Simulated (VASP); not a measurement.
# Be2Cd2S (P4mm) in VASP: notebook

Runs on Be2Cd2S. Level: PBE. Tasks: relaxation of cell and atoms, single point.

Program: VASP 6.6.1. These are calculated values, not measurements. Logs are shortened: lines on timing, memory, paths and dates and some standing lists are left out, and cuts for length are marked.

### 1 The cell of the first run

It takes space group P4mm (No. 99, tetragonal). The conventional cell has a = 3.380 Å, b = 3.380 Å, c = 7.861 Å, α = 90.00°, β = 90.00°, γ = 90.00°. Be (site symmetry 2mm) has 2 S at 2.11 Å and 4 Be at 2.39 Å and 2 Cd at 2.57 Å within 2.8 Å. Cd (site symmetry 4mm) has 4 Be at 2.57 Å and 8 Cd at 2.97 to 3.38 Å within 3.4 Å. Within 3.8 Å of Cd (site symmetry 4mm) lie 1 S at 2.89 Å and 8 Cd at 2.97 to 3.38 Å. S (site symmetry 4mm) has 4 Be at 2.11 Å and 1 Cd at 2.89 Å within 2.9 Å.

### 2 Relaxation of cell and atoms, PBE

INCAR reads:

```
SYSTEM = Be2Cd2S
PREC = Accurate ; ENCUT = 600
EDIFF = 1E-6 ; ISMEAR = 0
SIGMA = 0.1 ; LREAL = .False.
LASPH = .True. ; NELM = 60
ALGO = Normal ; ISIF = 3
LWAVE = .False. ; LCHARG = .False.
GGA = PE ; IBRION = 2
NSW = 100 ; EDIFFG = -0.01
```

KPOINTS reads:

```
Automatic mesh
0
Gamma
  12 12 6
  0 0 0
```

POSCAR reads:

```
Be2Cd2S
1.0
    3.3799235554      0.0000000000      0.0000000000
    0.0000000000      3.3799235554      0.0000000000
    0.0000000000      0.0000000000      7.8606837815
Be Cd S
2 2 1
Direct
    0.5000000000      0.0000000000      0.7450076657
    0.0000000000      0.5000000000      0.7450076657
    0.5000000000      0.5000000000      0.9911616392
    0.0000000000      0.0000000000      0.2159946569
    0.0000000000      0.0000000000      0.5835753754
```

Potentials or basis: VASP PAW PBE potentials, release 64 (Be, Cd, S).

Started as:

```sh
$ cat potpaw_PBE.64/Be/POTCAR potpaw_PBE.64/Cd/POTCAR potpaw_PBE.64/S/POTCAR > POTCAR
$ mpirun -np 1 vasp_std > vasp.out
```

OUTCAR:

```text
SYSTEM = Be2Cd2S
   PREC = Accurate
   ENCUT = 600
   EDIFF = 1E-6
   ISMEAR = 0
   LREAL = .False.
   LASPH = .True.
   NELM = 60
   ISIF = 3
   GGA = PE
   IBRION = 2
   NSW = 100
   EDIFFG = -0.01

 ion  position               nearest neighbor table
   1  0.500  0.000  0.745-   5 2.11   5 2.11   3 2.57   3 2.57
   2  0.000  0.500  0.745-   5 2.11   5 2.11   3 2.57   3 2.57
   3  0.500  0.500  0.991-   1 2.57   2 2.57   1 2.57   2 2.57   4 2.97   4 2.97   4 2.97   4 2.97

   4  0.000  0.000  0.216-   5 2.89   3 2.97   3 2.97   3 2.97   3 2.97
   5  0.000  0.000  0.584-   1 2.11   2 2.11   2 2.11   1 2.11   4 2.89

  LATTYP: Found a simple tetragonal cell.
 ALAT       =     3.3799235554
 C/A-ratio  =     2.3256986889

  Lattice vectors:

 A1 = (   3.3799235554,   0.0000000000,   0.0000000000)
 A2 = (   0.0000000000,   3.3799235554,   0.0000000000)
 A3 = (   0.0000000000,   0.0000000000,   7.8606837815)

Analysis of symmetry for initial positions (statically):
=====================================================================
 Subroutine PRICEL returns:
 Original cell was already a primitive cell.

 Routine SETGRP: Setting up the symmetry group for a
 simple tetragonal supercell.

 Subroutine GETGRP returns: Found  8 space group operations
 (whereof  8 operations were pure point group operations)
 out of a pool of 16 trial point group operations.

The static configuration has the point symmetry C_4v.

Analysis of symmetry for dynamics (positions and initial velocities):
=====================================================================
 Subroutine PRICEL returns:
 Original cell was already a primitive cell.

 Routine SETGRP: Setting up the symmetry group for a
 simple tetragonal supercell.

 Subroutine GETGRP returns: Found  8 space group operations
 (whereof  8 operations were pure point group operations)
 out of a pool of 16 trial point group operations.

The dynamic configuration has the point symmetry C_4v.

 Subroutine INISYM returns: Found  8 space group operations
 (whereof  8 operations are pure point group operations),
 and found     1 'primitive' translations

----------------------------------------------------------------------------------------

                                     Primitive cell

  volume of cell :      89.7995

  direct lattice vectors                    reciprocal lattice vectors
     3.379923555  0.000000000  0.000000000     0.295864680  0.000000000  0.000000000
     0.000000000  3.379923555  0.000000000     0.000000000  0.295864680  0.000000000
     0.000000000  0.000000000  7.860683781     0.000000000  0.000000000  0.127215396

  length of vectors
     3.379923555  3.379923555  7.860683781     0.295864680  0.295864680  0.127215396

  position of ions in fractional coordinates (direct lattice)
     0.500000000  0.000000000  0.745007666
     0.000000000  0.500000000  0.745007666
     0.500000000  0.500000000  0.991161639
     0.000000000  0.000000000  0.215994657
     0.000000000  0.000000000  0.583575375

  ion indices of the primitive-cell ions
   primitive index   ion index
                 1           1
                 2           2
                 3           3
                 4           4
                 5           5

----------------------------------------------------------------------------------------

 KPOINTS: Automatic mesh

Automatic generation of k-mesh.
 Grid dimensions read from file:
 generate k-points for:   12   12    6

 Generating k-lattice:

  Cartesian coordinates                     Fractional coordinates (reciprocal lattice)
     0.024655390  0.000000000  0.000000000     0.083333333  0.000000000  0.000000000
     0.000000000  0.024655390  0.000000000     0.000000000  0.083333333  0.000000000
     0.000000000  0.000000000  0.021202566     0.000000000  0.000000000  0.166666667

  Length of vectors
     0.024655390  0.024655390  0.021202566

  Shift w.r.t. Gamma in fractional coordinates (k-lattice)
     0.000000000  0.000000000  0.000000000

 Subroutine IBZKPT returns following result:
 ===========================================

 Found    112 irreducible k-points:

 Following reciprocal coordinates:
            Coordinates               Weight
  0.000000  0.000000  0.000000      1.000000
  0.083333  0.000000  0.000000      4.000000
  0.166667  0.000000  0.000000      4.000000
  0.250000  0.000000  0.000000      4.000000
  0.333333  0.000000  0.000000      4.000000
  0.416667  0.000000  0.000000      4.000000
[... 16 lines left out ...]
  0.333333  0.333333  0.000000      4.000000
  0.416667  0.333333  0.000000      8.000000
 [... further k-points ...]
   k-points           NKPTS =    112   k-points in BZ     NKDIM =    112   number of bands    NBANDS=     21
   number of dos      NEDOS =    301   number of ions     NIONS =      5
   total plane-waves  NPLWV =  50176
   dimension x,y,z NGX =    28 NGY =   28 NGZ =   64
   dimension x,y,z NGXF=    56 NGYF=   56 NGZF=  128
   ions per type =               2   2   1
   NGX,Y,Z   is equivalent  to a cutoff of  13.77, 13.77, 13.54 a.u.
   NGXF,Y,Z  is equivalent  to a cutoff of  27.54, 27.54, 27.07 a.u.
 SYSTEM =  Be2Cd2S
   PREC   = accura    normal or accurate (medium, high low for compatibility)
   ISTART =      0    job   : 0-new  1-cont  2-samecut
   ICHARG =      2    charge: 1-file 2-atom 10-const
   ISPIN  =      1    spin polarized calculation?
   LNONCOLLINEAR =      F non collinear calculations
   LSORBIT =      F    spin-orbit coupling
   LASPH  =      T    aspherical Exc in radial PAW
   ENCUT  =  600.0 eV  44.10 Ry    6.64 a.u.   6.75  6.75 15.70*2*pi/ulx,y,z
   NELM   =     60;   NELMIN=  2; NELMDL= -5     # of ELM steps
   EDIFF  = 0.1E-05   stopping-criterion for ELM
   LREAL  =      F    real-space projection
   EDIFFG = -.1E-01   stopping-criterion for IOM
   NSW    =    100    number of steps for IOM
   IBRION =      2    ionic relax: 0-MD 1-quasi-New 2-CG
   NFREE  =      1    steps in history (QN), initial steepest desc. (CG)
   ISIF   =      3    stress and relaxation
   ISYM   =      2    0-nonsym 1-usesym 2-fastsym
   POTIM  = 0.5000    time-step for ionic-motion
   TEBEG  =    0.0;   TEEND  =   0.0 temperature during run
   PSTRESS=    0.0 pullay stress
   NELECT =      34.0000    total number of electrons
   NUPDOWN=      -1.0000    fix difference up-down
   EMIN   =  10.00;   EMAX   =-10.00  energy-range for DOS
   EFERMI =   0.00;   METHOD = LEGACY
   ISMEAR =     0;   SIGMA  =   0.10  broadening in eV -4-tet -1-fermi 0-gaus
   EFERMI_NEDOS =   21; number of points for ismear=-14 and -15
   IALGO  =     38    algorithm
   IMIX   =      4    mixing-type and parameters
     AMIX     =   0.40;   BMIX     =  1.00
     AMIX_MAG =   1.60;   BMIX_MAG =  1.00
  volume/ion in A,a.u.               =      17.96       121.20
  Fermi-wavevector in a.u.,A,eV,Ry     =   1.184340  2.238078 19.084369  1.402662
  Thomas-Fermi vector in A             =   2.320556
   LORBIT       =      0    0 simple, 1 ext, 2 COOP (PROOUT), +10 PAW based schemes
   GGA     = PE    functional components
   LHFCALC =     F    Hartree Fock is set to
   AEXX    =    0.0000 exact exchange contribution
   IVDW    =     0    specifies the selected vdW correction
   LEPSILON=     F    determine dielectric tensor
   LRPA    =     F    only Hartree local field effects (RPA)
 conjugate gradient relaxation of ions
 non-spin polarized calculation
 Gauss-broadening in eV      SIGMA  =   0.10
  energy-cutoff  :      600.00
  volume of cell :       89.80
 maximum number of plane-waves:      3068
 NGX is ok and might be reduce to    28
   NGX = 13   NGY = 13   NGZ = 31

--------------------------------------- Ionic step        1  -------------------------------------------

 number of electron      33.9999990 magnetization

 Free energy of the ion-electron system (eV)
  ---------------------------------------------------
  ext. energy  EPLUGINS =         0.00000000
  ---------------------------------------------------
  free energy    TOTEN  =       -13.50431955 eV

  energy without entropy =      -13.49996388  energy(sigma->0) =      -13.50214172

------------------------ aborting loop because EDIFF is reached ----------------------------------------

  FORCE on cell =-STRESS in cart. coord.  units (eV):
  Direction    XX          YY          ZZ          XY          YZ          ZX
  --------------------------------------------------------------------------------------
  -------------------------------------------------------------------------------------
  Total       -0.1096029     -0.1096029     -0.1928009      0.0000000      0.0000000     -0.0000000
  in kB       -1.9555026     -1.9555026     -3.4398985      0.0000000      0.0000000     -0.0000000
  external PRESSURE =      -2.4503012 kB  Pullay stress =       0.0000000 kB
[... 180 lines left out ...]
  energy  without entropy=      -13.5002849719  energy(sigma->0) =      -13.50249805

--------------------------------------- Ionic step        6  -------------------------------------------

 number of electron      33.9999990 magnetization

 Free energy of the ion-electron system (eV)
  ---------------------------------------------------
  ext. energy  EPLUGINS =         0.00000000
  ---------------------------------------------------
  free energy    TOTEN  =       -13.50472663 eV

  energy without entropy =      -13.50028087  energy(sigma->0) =      -13.50250375

 E-fermi :   4.0561     XC(G=0):  -9.8851

 val. band max:        4.0523629674   @ k =   0.3333   0.3333   0.1667
 cond. band min:       4.0789615093   @ k =   0.2500   0.0000   0.0000
 fundamental gap:      0.0265985419
 Fermi energy:         4.0561037328

 k-point     1 :       0.0000    0.0000    0.0000
  band No.  band energies     occupation
      1     -11.7557      2.00000
      2      -5.8783      2.00000
      3      -5.7483      2.00000
      4      -5.4552      2.00000
      5      -5.4552      2.00000
      6      -5.2097      2.00000
[... 550 lines left out ...]
      5      -5.4831      2.00000
      6      -5.1764      2.00000
[... 13 lines left out ...]
     20       6.1070      0.00000
     21       7.3739      0.00000

 [... further k-points ...]

------------------------ aborting loop because EDIFF is reached ----------------------------------------

  FORCE on cell =-STRESS in cart. coord.  units (eV):
  Direction    XX          YY          ZZ          XY          YZ          ZX
  --------------------------------------------------------------------------------------
  -------------------------------------------------------------------------------------
  Total        0.0048961      0.0048961     -0.0024832      0.0000000      0.0000000      0.0000000
  in kB        0.0876672      0.0876672     -0.0444627      0.0000000      0.0000000      0.0000000
  external PRESSURE =       0.0436239 kB  Pullay stress =       0.0000000 kB
[... 20 lines left out ...]
  FREE ENERGIE OF THE ION-ELECTRON SYSTEM (eV)
  ---------------------------------------------------
  free  energy   TOTEN  =       -13.5047266298 eV

  energy  without entropy=      -13.5002808696  energy(sigma->0) =      -13.50250375

 reached required accuracy - stopping structural energy minimisation
```

It took 18 min on 1 thread of Intel Xeon 8259CL, shared host; peak memory 0.42 GiB.

Results:

| Quantity | Value |
| --- | --- |
| Free energy | -13.5047 eV |
| Relaxed volume | 17.90 Å³/atom |
| Relaxed cell | a = 3.379 Å, b = 3.379 Å, c = 7.839 Å, α = 90.00°, β = 90.00°, γ = 90.00° |
| Space group after relaxing (to 0.1 Å) | P4mm (No. 99) |
| Energy gained by relaxing | 0.1 meV/atom |
| Ionic steps | 6 |
| Pressure after relaxing | 0.0 GPa |
| Largest force after relaxing | 0.009 eV/Å |
| Band gap on the k mesh | zero (bands 17 and 18 overlap by 2.47 eV) |

Forces in eV/Å, atoms in the order of the input:
```
Be   0.000  0.000 -0.006
Be   0.000  0.000 -0.006
Cd   0.000  0.000  0.006
Cd   0.000  0.000 -0.003
S    0.000  0.000  0.009
```

Step by step:
```tsv
step	energy change (eV)	largest force (eV/Å)	pressure (GPa)	volume (Å³)
1	0.0000	0.0563	-0.25	89.80
2	-0.0003	0.0208	0.05	89.44
3	-0.0003	0.0143	0.00	89.50
4	-0.0004	0.0125	0.00	89.49
5	-0.0004	0.0101	0.04	89.45
6	-0.0004	0.0089	0.00	89.48
```

Final structure:
```
Be Cd S
1.0
     3.37862    0.00000    0.00000
     0.00000    3.37862    0.00000
     0.00000    0.00000    7.83873
Be Cd S
2 2 1
Direct
  0.50000 0.00000 0.74518
  0.00000 0.50000 0.74518
  0.50000 0.50000 0.99127
  0.00000 0.00000 0.21538
  0.00000 0.00000 0.58374
```

Levels at points of the mesh, in eV from the Fermi level:
| k point | band 14 | band 15 | band 16 | band 17 | band 18 | band 19 | band 20 | band 21 |
| --- | --- | --- | --- | --- | --- | --- | --- | --- |
| (0.00, 0.00, 0.00) | -4.53 | -4.53 | -2.79 | -0.18 | 1.72 | 2.51 | 2.65 | 2.65 |
| (0.50, 0.00, 0.00) | -4.52 | -4.17 | -3.79 | -2.51 | 0.79 | 2.49 | 2.95 | 3.38 |
| (0.50, 0.50, 0.00) | -5.68 | -4.22 | -1.51 | -1.51 | 0.31 | 1.00 | 1.30 | 1.30 |
| (0.00, 0.00, 0.50) | -4.93 | -4.52 | -4.52 | 1.37 | 1.94 | 2.48 | 2.48 | 2.51 |
| (0.50, 0.00, 0.50) | -4.81 | -3.79 | -3.36 | -1.85 | -1.10 | 1.90 | 2.95 | 3.32 |
| (0.50, 0.50, 0.50) | -5.65 | -4.23 | -1.76 | -1.76 | 0.80 | 0.84 | 2.03 | 2.24 |

(Continued in part 2 of 2.)

The gap in the log of VASP goes by the Fermi energy; the results here count the filled bands.